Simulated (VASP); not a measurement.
# Ag2Bi3Pb11 (P1) in VASP: single point with PBEsol

Aim: the single point of Ag2Bi3Pb11 with PBEsol.

Everything below comes from runs of VASP 6.6.1. Logs are shortened: lines on timing, memory, paths and dates and some standing lists are left out, and cuts for length are marked.

**1. The cell of the first run**

The typed cell holds 16 atoms: a = 8.772 Å, b = 6.559 Å, c = 8.185 Å, α = 79.38°, β = 81.05°, γ = 93.58°.

**2. Single point, PBEsol**

Contents of INCAR:

```
SYSTEM = Ag2Bi3Pb11
PREC = Accurate ; ENCUT = 520
EDIFF = 1E-6 ; ISMEAR = 0
SIGMA = 0.1 ; LREAL = Auto
LASPH = .TRUE. ; NELM = 60
ALGO = Fast ; ISIF = 2
LWAVE = .FALSE. ; LCHARG = .FALSE.
GGA = PS ; NBANDS = 124
ISYM = 0
```

Contents of KPOINTS:

```
Automatic mesh
0
Gamma
  2 2 2
  0.5 0.5 0.5
```

Contents of POSCAR:

```
Ag2Bi3Pb11
1.0
    8.7420445647     -0.2659202177      0.6727349469
   -0.2659202177      6.5175604072      0.6875691336
    0.6727349469      0.6875691336      8.1278132689
Ag Pb Bi
2 11 3
Direct
    1.0410034447      0.9185713327      0.5294431353
    0.7042048435      0.2995983411      0.7304306448
   -0.0195911485      0.0239118447     -0.1222141926
   -0.0843528499      0.5042533401     -0.0504550417
    0.1418026947      0.2703359431      0.2077542317
    0.5456879510      0.4620188572      0.0653764308
    0.3934188407      1.0532352610      0.4467979877
    0.7721585448      0.2262062674      0.3735327645
    0.2171467378      0.7867018342      0.1946086338
    0.4710090973      0.5598978778      0.4566120682
    0.8440904182      0.7518884904      0.2872494740
    0.2855561020      0.7039135657      0.7970904682
    0.6987838824      0.7954048898      0.6817593669
    0.5994381367      0.9737997550      0.0572069673
    0.0303775504      0.4440510703      0.5669888897
    0.3607631025      0.2076074062      0.8097864681
```

Potentials or basis: VASP PAW PBE potentials, release 64 (Ag, Pb_d, Bi_d).

Run with:

```sh
$ cat potpaw_PBE.64/Ag/POTCAR potpaw_PBE.64/Pb_d/POTCAR potpaw_PBE.64/Bi_d/POTCAR > POTCAR
$ mpirun -np 1 vasp_std > vasp.out
```

OUTCAR:

```text
SYSTEM = Ag2Bi3Pb11
   PREC = Accurate
   ENCUT = 520
   EDIFF = 1E-6
   ISMEAR = 0
   LREAL = Auto
   LASPH = .TRUE.
   NELM = 60
   ISIF = 2
   GGA = PS
   ISYM = 0

 ion  position               nearest neighbor table
   1  0.041  0.919  0.529-   3 3.03  13 3.06  15 3.06   7 3.10  11 3.12   5 3.13   9 3.22   8 3.44
                            12 3.48  15 3.52
   2  0.704  0.300  0.730-  15 2.98  16 2.98   8 3.02  14 3.07   4 3.17  13 3.21   6 3.26   3 3.35
                            13 3.40  10 3.55
   3  0.980  0.024  0.878-   1 3.03  15 3.34   4 3.35   2 3.35   4 3.38  16 3.40  14 3.40  11 3.48
                            13 3.55  12 3.56   9 3.75   5 3.80
   4  0.916  0.504  0.950-   2 3.17   6 3.22  15 3.24   3 3.35   5 3.35   3 3.38  12 3.38  11 3.45
                            13 3.50   8 3.60   9 4.11
   5  0.142  0.270  0.208-   1 3.13   8 3.29   9 3.30   4 3.35  15 3.37   7 3.38   9 3.39   6 3.62
                            16 3.62   3 3.80  12 3.96  11 4.04
   6  0.546  0.462  0.065-   4 3.22   2 3.26  14 3.28  14 3.35  10 3.35  16 3.43  13 3.50   5 3.62
                             8 3.63  12 3.64   7 3.73   9 3.82  11 3.99
   7  0.393  0.053  0.447-   1 3.10  16 3.29  12 3.29  10 3.34   8 3.37  10 3.37   5 3.38   9 3.42
                            14 3.56   6 3.73  13 3.83
   8  0.772  0.226  0.374-   2 3.02   5 3.29  15 3.35   7 3.37  13 3.38  11 3.39  11 3.39   1 3.44
                            10 3.60   4 3.60   6 3.63  14 3.77
   9  0.217  0.787  0.195-   1 3.22  11 3.23   5 3.30  12 3.37   5 3.39   7 3.42  14 3.44  15 3.53
                            10 3.53   3 3.75  16 3.78   6 3.82   4 4.11
  10  0.471  0.560  0.457-  16 3.32  12 3.33   7 3.34   6 3.35   7 3.37  13 3.40  11 3.41   9 3.53
                             2 3.55   8 3.60  14 3.81  15 3.82
  11  0.844  0.752  0.287-   1 3.12   9 3.23  14 3.30  13 3.35   8 3.39   8 3.39  10 3.41  15 3.44
                             4 3.45   3 3.48   6 3.99   5 4.04
  12  0.286  0.704  0.797-   7 3.29  10 3.33  16 3.35  16 3.35   9 3.37   4 3.38   1 3.48   3 3.56
                            13 3.58   6 3.64  15 3.67   5 3.96
  13  0.699  0.795  0.682-   1 3.06   2 3.21  11 3.35   8 3.38   2 3.40  10 3.40  14 3.49   6 3.50
                             4 3.50   3 3.55  12 3.58   7 3.83  15 3.93
  14  0.599  0.974  0.057-   2 3.07   6 3.28  11 3.30   6 3.35  16 3.38   3 3.40   9 3.44  13 3.49
                             7 3.56   8 3.77  10 3.81
  15  0.030  0.444  0.567-   2 2.98   1 3.06   4 3.24   3 3.34   8 3.35   5 3.37  11 3.44   1 3.52
                             9 3.53  12 3.67  10 3.82  13 3.93
  16  0.361  0.208  0.810-   2 2.98   7 3.29  10 3.32  12 3.35  12 3.35  14 3.38   3 3.40   6 3.43
                             5 3.62   9 3.78

IMPORTANT INFORMATION: All symmetrisations will be switched off!
NOSYMM: (Re-)initialisation of all symmetry stuff for point group C_1.

----------------------------------------------------------------------------------------

                                     Primitive cell

  volume of cell :     455.1936

  direct lattice vectors                    reciprocal lattice vectors
     8.742044565 -0.265920218  0.672734947     0.115337219  0.005764364 -0.010034037
    -0.265920218  6.517560407  0.687569134     0.005764364  0.155101335 -0.013597849
     0.672734947  0.687569134  8.127813269    -0.010034037 -0.013597849  0.125015139

  length of vectors
     8.771922768  6.559120256  8.184538604     0.115916280  0.155802932  0.126152164

  position of ions in fractional coordinates (direct lattice)
     0.041003445  0.918571333  0.529443135
     0.704204844  0.299598341  0.730430645
     0.980408852  0.023911845  0.877785807
     0.915647150  0.504253340  0.949544958
     0.141802695  0.270335943  0.207754232
     0.545687951  0.462018857  0.065376431
[... 8 lines left out ...]
     0.030377550  0.444051070  0.566988890
     0.360763103  0.207607406  0.809786468

  ion indices of the primitive-cell ions
   primitive index   ion index
                 1           1
                 2           2
                 3           3
                 4           4
                 5           5
                 6           6
[... 8 lines left out ...]
                15          15
                16          16

----------------------------------------------------------------------------------------

 KPOINTS: Automatic mesh

Automatic generation of k-mesh.
 Grid dimensions read from file:
 generate k-points for:    2    2    2

 Generating k-lattice:

  Cartesian coordinates                     Fractional coordinates (reciprocal lattice)
     0.057668609  0.002882182 -0.005017018     0.500000000 -0.000000000 -0.000000000
     0.002882182  0.077550668 -0.006798925     0.000000000  0.500000000 -0.000000000
    -0.005017018 -0.006798925  0.062507570    -0.000000000  0.000000000  0.500000000

  Length of vectors
     0.057958140  0.077901466  0.063076082

  Shift w.r.t. Gamma in fractional coordinates (k-lattice)
     0.500000000  0.500000000  0.500000000

 Subroutine IBZKPT returns following result:
 ===========================================

 Found      4 irreducible k-points:

 Following reciprocal coordinates:
            Coordinates               Weight
  0.250000  0.250000  0.250000      2.000000
 -0.250000  0.250000  0.250000      2.000000
  0.250000 -0.250000  0.250000      2.000000
 -0.250000 -0.250000  0.250000      2.000000
   k-points           NKPTS =      4   k-points in BZ     NKDIM =      4   number of bands    NBANDS=    124
   number of dos      NEDOS =    301   number of ions     NIONS =     16
   total plane-waves  NPLWV = 224000
   dimension x,y,z NGX =    70 NGY =   50 NGZ =   64
   dimension x,y,z NGXF=   140 NGYF=  100 NGZF=  128
   ions per type =               2  11   3
   NGX,Y,Z   is equivalent  to a cutoff of  13.27, 12.67, 13.00 a.u.
   NGXF,Y,Z  is equivalent  to a cutoff of  26.53, 25.35, 26.00 a.u.
 SYSTEM =  Ag2Bi3Pb11
   PREC   = accura    normal or accurate (medium, high low for compatibility)
   ISTART =      0    job   : 0-new  1-cont  2-samecut
   ICHARG =      2    charge: 1-file 2-atom 10-const
   ISPIN  =      1    spin polarized calculation?
   LNONCOLLINEAR =      F non collinear calculations
   LSORBIT =      F    spin-orbit coupling
   LASPH  =      T    aspherical Exc in radial PAW
   ENCUT  =  520.0 eV  38.22 Ry    6.18 a.u.  16.31 12.20 15.22*2*pi/ulx,y,z
   NELM   =     60;   NELMIN=  2; NELMDL= -5     # of ELM steps
   EDIFF  = 0.1E-05   stopping-criterion for ELM
   LREAL  =      T    real-space projection
   EDIFFG = 0.1E-04   stopping-criterion for IOM
   NSW    =      0    number of steps for IOM
   IBRION =     -1    ionic relax: 0-MD 1-quasi-New 2-CG
   NFREE  =      0    steps in history (QN), initial steepest desc. (CG)
   ISIF   =      2    stress and relaxation
   ISYM   =      0    0-nonsym 1-usesym 2-fastsym
   POTIM  = 0.5000    time-step for ionic-motion
   TEBEG  =    0.0;   TEEND  =   0.0 temperature during run
   PSTRESS=    0.0 pullay stress
   NELECT =     221.0000    total number of electrons
   NUPDOWN=      -1.0000    fix difference up-down
   EMIN   =  10.00;   EMAX   =-10.00  energy-range for DOS
   EFERMI =   0.00;   METHOD = LEGACY
   ISMEAR =     0;   SIGMA  =   0.10  broadening in eV -4-tet -1-fermi 0-gaus
   EFERMI_NEDOS =   21; number of points for ismear=-14 and -15
   IALGO  =     68    algorithm
   IMIX   =      4    mixing-type and parameters
     AMIX     =   0.40;   BMIX     =  1.00
     AMIX_MAG =   1.60;   BMIX_MAG =  1.00
  volume/ion in A,a.u.               =      28.45       191.99
  Fermi-wavevector in a.u.,A,eV,Ry     =   1.286689  2.431489 22.525373  1.655568
  Thomas-Fermi vector in A             =   2.418748
   LORBIT       =      0    0 simple, 1 ext, 2 COOP (PROOUT), +10 PAW based schemes
   GGA     = PS    functional components
   LHFCALC =     F    Hartree Fock is set to
   AEXX    =    0.0000 exact exchange contribution
   IVDW    =     0    specifies the selected vdW correction
   LEPSILON=     F    determine dielectric tensor
   LRPA    =     F    only Hartree local field effects (RPA)
 non-spin polarized calculation
 RMM-DIIS sequential band-by-band and
 Gauss-broadening in eV      SIGMA  =   0.10
  energy-cutoff  :      520.00
  volume of cell :      455.19
 maximum number of plane-waves:     12267
 NGX is ok and might be reduce to    70
   NGX = 33   NGY = 25   NGZ = 31

 number of electron     220.9999995 magnetization

 Free energy of the ion-electron system (eV)
  ---------------------------------------------------
  ext. energy  EPLUGINS =         0.00000000
  ---------------------------------------------------
  free energy    TOTEN  =       -63.49195075 eV

  energy without entropy =      -63.46753877  energy(sigma->0) =      -63.47974476

 E-fermi :   7.4367     XC(G=0): -10.5649

 val. band max:        7.3595871369   @ k =  -0.2500   0.2500   0.2500
 cond. band min:       7.4938959212   @ k =  -0.2500  -0.2500   0.2500
 fundamental gap:      0.1343087843
 Fermi energy:         7.4367310168

 k-point     1 :       0.2500    0.2500    0.2500
  band No.  band energies     occupation
      1     -15.4091      2.00000
      2     -15.3874      2.00000
      3     -15.3791      2.00000
      4     -15.3777      2.00000
      5     -15.3734      2.00000
      6     -15.3696      2.00000
[... 114 lines left out ...]
    121       9.7483      0.00000
    122       9.8495      0.00000

 k-point     2 :      -0.2500    0.2500    0.2500
  band No.  band energies     occupation
      1     -15.4091      2.00000
      2     -15.3874      2.00000
      3     -15.3791      2.00000
      4     -15.3776      2.00000
      5     -15.3734      2.00000
      6     -15.3696      2.00000
[... 114 lines left out ...]
    121       9.6329      0.00000
    122       9.7177      0.00000

 k-point     3 :       0.2500   -0.2500    0.2500
  band No.  band energies     occupation
      1     -15.4091      2.00000
      2     -15.3874      2.00000
      3     -15.3791      2.00000
      4     -15.3777      2.00000
      5     -15.3734      2.00000
      6     -15.3697      2.00000
[... 114 lines left out ...]
    121       9.8237      0.00000
    122      10.0191      0.00000

 k-point     4 :      -0.2500   -0.2500    0.2500
  band No.  band energies     occupation
      1     -15.4091      2.00000
      2     -15.3874      2.00000
      3     -15.3791      2.00000
      4     -15.3777      2.00000
      5     -15.3734      2.00000
      6     -15.3697      2.00000
[... 114 lines left out ...]
    121       9.7945      0.00000
    122      10.0594      0.00000
 [bands above 122 left out]

------------------------ aborting loop because EDIFF is reached ----------------------------------------

  FORCE on cell =-STRESS in cart. coord.  units (eV):
  Direction    XX          YY          ZZ          XY          YZ          ZX
  --------------------------------------------------------------------------------------
  -------------------------------------------------------------------------------------
  Total       -0.3376686     -0.0318667     -0.3216698      0.0145130      0.0029700      0.0254179
  in kB       -1.1885163     -0.1121636     -1.1322042      0.0510825      0.0104538      0.0894652
  external PRESSURE =      -0.8109614 kB  Pullay stress =       0.0000000 kB

 VOLUME and BASIS-vectors are now :
 -----------------------------------------------------------------------------
  energy-cutoff  :      520.00
  volume of cell :      455.19
      direct lattice vectors                 reciprocal lattice vectors
     8.742044565 -0.265920218  0.672734947     0.115337219  0.005764364 -0.010034037
    -0.265920218  6.517560407  0.687569134     0.005764364  0.155101335 -0.013597849
     0.672734947  0.687569134  8.127813269    -0.010034037 -0.013597849  0.125015139

 POSITION                                       TOTAL-FORCE (eV/Angst)
 -----------------------------------------------------------------------------------
      0.47036      6.33997      4.96238         0.007720      0.013552     -0.005621
      6.56791      2.26761      6.61654         0.007874     -0.006405      0.003207
      9.15494      0.49867      7.81048         0.001915      0.016234      0.004873
      8.50933      3.69589      8.68042         0.015280     -0.011195     -0.000045
      1.30752      1.86707      1.96986        -0.007899      0.002269     -0.013670
      4.69155      2.91108      1.21614        -0.014213      0.012453      0.001261
[... 8 lines left out ...]
      0.52891      3.27590      4.93413         0.002761     -0.006604      0.000236
      3.64337      1.81394      6.96724        -0.042450      0.001797      0.011422
 -----------------------------------------------------------------------------------
    total drift:                               -0.003365     -0.021045      0.024583

  FREE ENERGIE OF THE ION-ELECTRON SYSTEM (eV)
  ---------------------------------------------------
  free  energy   TOTEN  =       -63.4919507497 eV

  energy  without entropy=      -63.4675387746  energy(sigma->0) =      -63.47974476
```

Run time: 3.6 min. Hardware: 1 thread of AMD EPYC 9R45 (Zen 5), shared host; peak memory 0.55 GiB.

What came out:

* Free energy: -63.4920 eV
* Pressure: -0.1 GPa
* Largest force: 0.044 eV/Å
* Band gap on the k mesh: zero (an odd number of electrons rules out a gap without spin polarisation)

Forces on the atoms (eV/Å):
```
Ag   0.008  0.014 -0.006
Ag   0.008 -0.006  0.003
Pb   0.002  0.016  0.005
Pb   0.015 -0.011  0.000
Pb  -0.008  0.002 -0.014
Pb  -0.014  0.012  0.001
Pb  -0.007  0.007 -0.006
Pb   0.005  0.007 -0.004
Pb   0.020 -0.013  0.004
Pb   0.010 -0.007 -0.010
Pb  -0.002  0.010 -0.014
Pb   0.013 -0.003  0.017
Pb  -0.004 -0.014  0.008
Bi  -0.005 -0.009  0.004
Bi   0.003 -0.007  0.000
Bi  -0.042  0.002  0.011
```

Caveat: the k points lie up to 0.49 Å⁻¹ apart, too coarse for converged energies and pressures of a metal; the PAW data sets were made with another functional, which shifts forces and pressure a little; spin-orbit coupling is left out, which moves the levels of the heavy elements.

The gap in the log of VASP goes by the Fermi energy; the results here count the filled bands.